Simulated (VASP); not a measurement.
## TiSi: single point with PBEsol

Crystal: TiSi.

```
Ti Si
1.0
     1.87066   -2.18115    0.00000
     1.87066    2.18115    0.00000
     0.00000    0.00000    3.91805
Ti Si
1 1
Cartesian
  1.8707 0.0000 0.0000
  0.0000 0.0000 1.9590
```

This cell differs from its parent crystal: strain +0.030 along x and y, +0.030 along z.

```json
{
  "Program": "VASP 6.6.1",
  "Task": "single point",
  "Functional": "PBEsol",
  "Potentials or basis": "VASP PAW PBE potentials, release 64 (Ti_sv, Si)",
  "Cutoff": "520 eV",
  "k mesh": "18 × 18 × 12",
  "Occupations": "gaussian, width 0.15 eV",
  "Spin": "no spin polarisation",
  "Dipole correction": "no",
  "Further INCAR settings": "ALGO = Normal; EDIFF = 1e-07; NBANDS = 15"
}
```

| Item | Value |
| --- | --- |
| Pressure | -13.7 GPa |
| Band gap on the k mesh | zero (bands 8 and 9 overlap by 1.37 eV) |

Stress tensor (GPa, compression positive):
```
-14.07   0.00   0.00
  0.00 -12.25   0.00
  0.00   0.00 -14.73
```

Levels at points of the mesh, in eV from the Fermi level:
| k point | band 4 | band 5 | band 6 | band 7 | band 8 | band 9 | band 10 | band 11 | band 12 | band 13 |
| --- | --- | --- | --- | --- | --- | --- | --- | --- | --- | --- |
| (0.00, 0.00, 0.00) | -32.71 | -11.17 | -2.18 | -1.65 | -0.97 | 1.50 | 2.08 | 2.59 | 4.69 | 5.49 |
| (0.50, 0.00, 0.00) | -32.72 | -7.46 | -5.90 | -2.59 | -0.74 | 1.48 | 2.07 | 3.78 | 4.53 | 5.00 |
| (0.50, 0.50, 0.00) | -33.05 | -5.61 | -3.52 | -1.46 | -1.08 | -0.70 | -0.23 | 2.29 | 2.89 | 3.71 |
| (0.00, 0.00, 0.50) | -32.71 | -9.96 | -6.18 | -0.72 | 0.52 | 0.53 | 1.52 | 2.65 | 6.95 | 7.27 |
| (0.50, 0.00, 0.50) | -32.72 | -7.60 | -4.49 | -2.56 | -1.62 | 1.25 | 1.63 | 1.66 | 2.83 | 5.22 |
| (0.50, 0.50, 0.50) | -33.07 | -4.42 | -3.46 | -3.42 | -3.08 | 1.89 | 2.37 | 2.66 | 3.65 | 3.72 |

Run time: 6.8 min on 1 thread of AMD EPYC 7R13, with other jobs on the host, peak memory 0.37 GiB.

Caveat: the cell differs from its parent crystal (strain +0.030 along x and y, +0.030 along z); the cell stands under tension; the PAW data sets were made with another functional, which shifts forces and pressure a little.
